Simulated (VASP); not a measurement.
# Ag4B in VASP: single point with PBEsol

Aim: the single point of Ag4B with PBEsol.

All numbers are computed with VASP 6.6.1; they aren't measurements. Logs are shortened: lines on timing, memory, paths and dates and some standing lists are left out, and cuts for length are marked.

### Step 1. The cell of the first run

The cell holds a slab with vacuum, 5 atoms: a = 2.867 Å, b = 2.867 Å, c = 25.082 Å, α = 90.00°, β = 90.00°, γ = 90.00°.

### Step 2. Single point, PBEsol

Input file INCAR:

```
SYSTEM = Ag4B
ALGO     = Normal         ! electronic algorithm
DIPOL    = 0.5 0.5 0.498
EDIFF    = 1E-7           ! SCF threshold, eV
ENCUT    = 520            ! plane-wave cutoff, eV
GGA      = PS             ! functional
IDIPOL   = 3            
ISIF     = 2              ! what is computed and relaxed
ISMEAR   = 0              ! smearing method
LASPH    = .True.         ! aspherical terms in the spheres
LCHARG   = .False.        ! write CHGCAR
LDIPOL   = .True.       
LREAL    = .False.        ! projectors in reciprocal space
LWAVE    = .False.        ! write WAVECAR
NBANDS   = 32             ! bands
NELM     = 100            ! most SCF steps
PREC     = Accurate       ! precision mode
SIGMA    = 0.1            ! smearing width, eV
```

Input file KPOINTS:

```
k-points
0
Gamma
  10 10 1
  0 0 0
```

Input file POSCAR:

```
Ag4B
1.0
    2.8669036820      0.0000000000      0.0000000000
    0.0000000000      2.8669036820      0.0000000000
    0.0000000000      0.0000000000     25.0816211037
Ag B
4 1
Direct
    0.5000000000      0.5000000000      0.3388935654
    0.0000000000      0.0000000000      0.4197179677
    0.5000000000      0.5000000000      0.5006958046
    0.0000000000      0.0000000000      0.5834158414
    0.0000000000      0.5000000000      0.6479254926
```

Potentials or basis: VASP PAW PBE potentials, release 64 (Ag, B).

Started as:

```
> cat potpaw_PBE.64/Ag/POTCAR potpaw_PBE.64/B/POTCAR > POTCAR
> mpirun -np 1 vasp_std > vasp.out
```

OUTCAR:

```text
SYSTEM = Ag4B
   EDIFF = 1E-7
   ENCUT = 520
   GGA = PS
   ISIF = 2
   ISMEAR = 0
   LASPH = .True.
   LREAL = .False.
   NELM = 100
   PREC = Accurate

 ion  position               nearest neighbor table
   1  0.500  0.500  0.339-   2 2.87   2 2.87   2 2.87   2 2.87
   2  0.000  0.000  0.420-   1 2.87   1 2.87   1 2.87   1 2.87   3 2.87   3 2.87   3 2.87   3 2.87

   3  0.500  0.500  0.501-   2 2.87   2 2.87   2 2.87   2 2.87   4 2.90   4 2.90   4 2.90   4 2.90

   4  0.000  0.000  0.583-   5 2.16   5 2.16   3 2.90   3 2.90   3 2.90   3 2.90
   5  0.000  0.500  0.648-   4 2.16   4 2.16

  LATTYP: Found a simple tetragonal cell.
 ALAT       =     2.8669036820
 C/A-ratio  =     8.7486793718

  Lattice vectors:

 A1 = (   2.8669036820,   0.0000000000,   0.0000000000)
 A2 = (   0.0000000000,   2.8669036820,   0.0000000000)
 A3 = (   0.0000000000,   0.0000000000,  25.0816211037)

Analysis of symmetry for initial positions (statically):
=====================================================================
 Subroutine PRICEL returns:
 Original cell was already a primitive cell.

 Routine SETGRP: Setting up the symmetry group for a
 simple tetragonal supercell.

 Subroutine GETGRP returns: Found  4 space group operations
 (whereof  4 operations were pure point group operations)
 out of a pool of 16 trial point group operations.

The static configuration has the point symmetry C_2v.

Analysis of symmetry for dynamics (positions and initial velocities):
=====================================================================
 Subroutine PRICEL returns:
 Original cell was already a primitive cell.

 Routine SETGRP: Setting up the symmetry group for a
 simple tetragonal supercell.

 Subroutine GETGRP returns: Found  4 space group operations
 (whereof  4 operations were pure point group operations)
 out of a pool of 16 trial point group operations.

The dynamic configuration has the point symmetry C_2v.

 Subroutine INISYM returns: Found  4 space group operations
 (whereof  4 operations are pure point group operations),
 and found     1 'primitive' translations

----------------------------------------------------------------------------------------

                                     Primitive cell

  volume of cell :     206.1493

  direct lattice vectors                    reciprocal lattice vectors
     2.866903682  0.000000000  0.000000000     0.348808370  0.000000000  0.000000000
     0.000000000  2.866903682  0.000000000     0.000000000  0.348808370  0.000000000
     0.000000000  0.000000000 25.081621104     0.000000000  0.000000000  0.039869831

  length of vectors
     2.866903682  2.866903682 25.081621104     0.348808370  0.348808370  0.039869831

  position of ions in fractional coordinates (direct lattice)
     0.500000000  0.500000000  0.338893565
     0.000000000  0.000000000  0.419717968
     0.500000000  0.500000000  0.500695805
     0.000000000  0.000000000  0.583415841
     0.000000000  0.500000000  0.647925493

  ion indices of the primitive-cell ions
   primitive index   ion index
                 1           1
                 2           2
                 3           3
                 4           4
                 5           5

----------------------------------------------------------------------------------------

 KPOINTS: k-points

Automatic generation of k-mesh.
 Grid dimensions read from file:
 generate k-points for:   10   10    1

 Generating k-lattice:

  Cartesian coordinates                     Fractional coordinates (reciprocal lattice)
     0.034880837  0.000000000  0.000000000     0.100000000  0.000000000  0.000000000
     0.000000000  0.034880837  0.000000000     0.000000000  0.100000000  0.000000000
     0.000000000  0.000000000  0.039869831     0.000000000  0.000000000  1.000000000

  Length of vectors
     0.034880837  0.034880837  0.039869831

  Shift w.r.t. Gamma in fractional coordinates (k-lattice)
     0.000000000  0.000000000  0.000000000

 Subroutine IBZKPT returns following result:
 ===========================================

 Found     36 irreducible k-points:

 Following reciprocal coordinates:
            Coordinates               Weight
  0.000000  0.000000  0.000000      1.000000
  0.100000  0.000000  0.000000      2.000000
  0.000000  0.100000  0.000000      2.000000
  0.200000  0.000000  0.000000      2.000000
  0.000000  0.200000  0.000000      2.000000
  0.300000  0.000000  0.000000      2.000000
[... 16 lines left out ...]
 -0.200000  0.300000  0.000000      4.000000
  0.400000  0.200000  0.000000      4.000000
 [... further k-points ...]
   k-points           NKPTS =     36   k-points in BZ     NKDIM =     36   number of bands    NBANDS=     32
   number of dos      NEDOS =    301   number of ions     NIONS =      5
   total plane-waves  NPLWV = 110592
   dimension x,y,z NGX =    24 NGY =   24 NGZ =  192
   dimension x,y,z NGXF=    48 NGYF=   48 NGZF=  384
   ions per type =               4   1
   NGX,Y,Z   is equivalent  to a cutoff of  13.92, 13.92, 12.73 a.u.
   NGXF,Y,Z  is equivalent  to a cutoff of  27.83, 27.83, 25.45 a.u.
 SYSTEM =  Ag4B
   PREC   = accura    normal or accurate (medium, high low for compatibility)
   ISTART =      0    job   : 0-new  1-cont  2-samecut
   ICHARG =      2    charge: 1-file 2-atom 10-const
   ISPIN  =      1    spin polarized calculation?
   LNONCOLLINEAR =      F non collinear calculations
   LSORBIT =      F    spin-orbit coupling
   LASPH  =      T    aspherical Exc in radial PAW
   ENCUT  =  520.0 eV  38.22 Ry    6.18 a.u.   5.33  5.33 46.64*2*pi/ulx,y,z
   NELM   =    100;   NELMIN=  2; NELMDL= -5     # of ELM steps
   EDIFF  = 0.1E-06   stopping-criterion for ELM
   LREAL  =      F    real-space projection
   EDIFFG = 0.1E-05   stopping-criterion for IOM
   NSW    =      0    number of steps for IOM
   IBRION =     -1    ionic relax: 0-MD 1-quasi-New 2-CG
   NFREE  =      0    steps in history (QN), initial steepest desc. (CG)
   ISIF   =      2    stress and relaxation
   ISYM   =      2    0-nonsym 1-usesym 2-fastsym
   POTIM  = 0.5000    time-step for ionic-motion
   TEBEG  =    0.0;   TEEND  =   0.0 temperature during run
   PSTRESS=    0.0 pullay stress
   NELECT =      47.0000    total number of electrons
   NUPDOWN=      -1.0000    fix difference up-down
   EMIN   =  10.00;   EMAX   =-10.00  energy-range for DOS
   EFERMI =   0.00;   METHOD = LEGACY
   ISMEAR =     0;   SIGMA  =   0.10  broadening in eV -4-tet -1-fermi 0-gaus
   EFERMI_NEDOS =   21; number of points for ismear=-14 and -15
   IALGO  =     38    algorithm
   IMIX   =      4    mixing-type and parameters
     AMIX     =   0.40;   BMIX     =  1.00
     AMIX_MAG =   1.60;   BMIX_MAG =  1.00
  volume/ion in A,a.u.               =      41.23       278.23
  Fermi-wavevector in a.u.,A,eV,Ry     =   1.000108  1.889930 13.608762  1.000216
  Thomas-Fermi vector in A             =   2.132442
   LORBIT       =      0    0 simple, 1 ext, 2 COOP (PROOUT), +10 PAW based schemes
   GGA     = PS    functional components
   LHFCALC =     F    Hartree Fock is set to
   AEXX    =    0.0000 exact exchange contribution
   IVDW    =     0    specifies the selected vdW correction
   LEPSILON=     F    determine dielectric tensor
   LRPA    =     F    only Hartree local field effects (RPA)
 non-spin polarized calculation
 Gauss-broadening in eV      SIGMA  =   0.10
  energy-cutoff  :      520.00
  volume of cell :      206.15
 maximum number of plane-waves:      5593
 NGX is ok and might be reduce to    24
   NGX = 11   NGY = 11   NGZ = 93

 dipolmoment           0.000000      0.000000     -0.200390 electrons x Angstroem

 number of electron      46.9999991 magnetization

 dipolmoment           0.000000      0.000000      0.054182 electrons x Angstroem

 Free energy of the ion-electron system (eV)
  ---------------------------------------------------
  ext. energy  EPLUGINS =         0.00000000
  ---------------------------------------------------
  free energy    TOTEN  =       -15.79094197 eV

  energy without entropy =      -15.77971532  energy(sigma->0) =      -15.78532865

 E-fermi :  -0.0806     XC(G=0):  -5.3328

 val. band max:       -0.0808763737   @ k =   0.5000   0.5000   0.0000
 cond. band min:      -0.0533697030   @ k =   0.1000   0.1000   0.0000
 fundamental gap:      0.0275066707
 Fermi energy:        -0.0805831780

 k-point     1 :       0.0000    0.0000    0.0000
  band No.  band energies     occupation
      1      -9.2236      2.00000
      2      -7.4261      2.00000
      3      -6.7651      2.00000
      4      -6.6234      2.00000
      5      -6.2890      2.00000
      6      -6.2067      2.00000
[... 24 lines left out ...]
     31       5.4798      0.00000
     32       6.7557      0.00000

 k-point     2 :       0.1000    0.0000    0.0000
  band No.  band energies     occupation
      1      -9.0955      2.00000
      2      -7.2548      2.00000
      3      -6.7017      2.00000
      4      -6.4610      2.00000
      5      -6.2140      2.00000
      6      -6.0816      2.00000
[... 24 lines left out ...]
     31       5.6492      0.00000
     32       6.9284      0.00000

 k-point     3 :       0.0000    0.1000    0.0000
  band No.  band energies     occupation
      1      -9.0649      2.00000
      2      -7.2677      2.00000
      3      -6.6352      2.00000
      4      -6.5820      2.00000
      5      -6.2511      2.00000
      6      -6.0778      2.00000
[... 24 lines left out ...]
     31       5.6546      0.00000
     32       6.9328      0.00000

 k-point     4 :       0.2000    0.0000    0.0000
  band No.  band energies     occupation
      1      -8.7483      2.00000
      2      -6.8514      2.00000
      3      -6.5363      2.00000
      4      -6.1832      2.00000
      5      -6.0093      2.00000
      6      -5.8463      2.00000
[... 24 lines left out ...]
     31       6.1528      0.00000
     32       7.1686      0.00000

 k-point     5 :       0.0000    0.2000    0.0000
  band No.  band energies     occupation
      1      -8.6619      2.00000
      2      -6.9405      2.00000
      3      -6.4783      2.00000
      4      -6.3425      2.00000
      5      -6.1991      2.00000
      6      -5.8804      2.00000
[... 584 lines left out ...]
     31       6.8181      0.00000
     32       7.7537      0.00000

 k-point    22 :       0.3000    0.2000    0.0000
  band No.  band energies     occupation
      1      -7.8276      2.00000
      2      -6.1785      2.00000
      3      -6.0848      2.00000
      4      -6.0297      2.00000
      5      -5.7886      2.00000
      6      -5.6370      2.00000
[... 24 lines left out ...]
     31       6.8509      0.00000
     32       7.5314      0.00000

 k-point    23 :      -0.2000    0.3000    0.0000
  band No.  band energies     occupation
      1      -7.9476      2.00000
      2      -6.3647      2.00000
      3      -5.9835      2.00000
      4      -5.9256      2.00000
      5      -5.6738      2.00000
      6      -5.6205      2.00000
[... 24 lines left out ...]
     31       6.7788      0.00000
     32       7.5352      0.00000

 k-point    24 :       0.4000    0.2000    0.0000
  band No.  band energies     occupation
      1      -7.4260      2.00000
      2      -6.2653      2.00000
      3      -6.2313      2.00000
      4      -6.0141      2.00000
      5      -5.9416      2.00000
      6      -5.7711      2.00000
[... 24 lines left out ...]
     31       6.4105      0.00000
     32       7.7196      0.00000

 [... further k-points ...]

------------------------ aborting loop because EDIFF is reached ----------------------------------------

 vacuum level on the upper side and lower side of the slab       (xc-potential included)         0.550        -0.602

  FORCE on cell =-STRESS in cart. coord.  units (eV):
  Direction    XX          YY          ZZ          XY          YZ          ZX
  --------------------------------------------------------------------------------------
  -------------------------------------------------------------------------------------
  Total       -2.9743456     -1.4350717     -0.2908164      0.0000000      0.0000000      0.0000000
  in kB      -23.1164000    -11.1532742     -2.2602044      0.0000000      0.0000000      0.0000000
  external PRESSURE =     -12.1766262 kB  Pullay stress =       0.0000000 kB

 VOLUME and BASIS-vectors are now :
 -----------------------------------------------------------------------------
  energy-cutoff  :      520.00
  volume of cell :      206.15
      direct lattice vectors                 reciprocal lattice vectors
     2.866903682  0.000000000  0.000000000     0.348808370  0.000000000  0.000000000
     0.000000000  2.866903682  0.000000000     0.000000000  0.348808370  0.000000000
     0.000000000  0.000000000 25.081621104     0.000000000  0.000000000  0.039869831

 POSITION                                       TOTAL-FORCE (eV/Angst)
 -----------------------------------------------------------------------------------
      1.43345      1.43345      8.50000         0.000000      0.000000      0.129850
      0.00000      0.00000     10.52721         0.000000      0.000000     -0.126478
      1.43345      1.43345     12.55826         0.000000      0.000000     -0.001382
      0.00000      0.00000     14.63302         0.000000      0.000000     -0.018288
      0.00000      1.43345     16.25102         0.000000      0.000000      0.016298
 -----------------------------------------------------------------------------------
    total drift:                                0.000000     -0.000000     -0.000762

  FREE ENERGIE OF THE ION-ELECTRON SYSTEM (eV)
  ---------------------------------------------------
  free  energy   TOTEN  =       -15.7909419700 eV

  energy  without entropy=      -15.7797153212  energy(sigma->0) =      -15.78532865

 vacuum level on the upper side and lower side of the slab         5.475         4.281
```

It took 4.4 min on 1 thread of AMD EPYC 9R45 (Zen 5), shared host; peak memory 0.41 GiB.

Results:

```yaml
Free_energy: -15.7909 eV
Largest_force: 0.130 eV/Å
Band_gap_on_the_k_mesh: zero (an odd number of electrons rules out a gap without spin polarisation)
```

Forces on the atoms (eV/Å):
```
Ag   0.000  0.000  0.130
Ag   0.000  0.000 -0.126
Ag   0.000  0.000 -0.001
Ag   0.000  0.000 -0.018
B    0.000  0.000  0.016
```

Levels at points of the mesh, in eV from the Fermi level:
```tsv
k point	band 21	band 22	band 23	band 24	band 25	band 26	band 27	band 28
(0.00, 0.00, 0.00)	-2.99	-2.98	-2.98	-2.42	-0.41	0.98	4.35	4.37
(0.50, 0.00, 0.00)	-2.92	-2.22	-0.76	-0.48	0.07	1.19	1.63	3.00
(0.00, 0.50, 0.00)	-2.86	-2.13	-0.74	-0.48	-0.38	0.08	2.90	4.36
(0.50, 0.50, 0.00)	-1.40	0.00	0.25	1.62	2.14	3.09	3.96	5.63
```

Caveat: the PAW data sets were made with another functional, which shifts forces and pressure a little.

The gap in the log of VASP goes by the Fermi energy; the results here count the filled bands.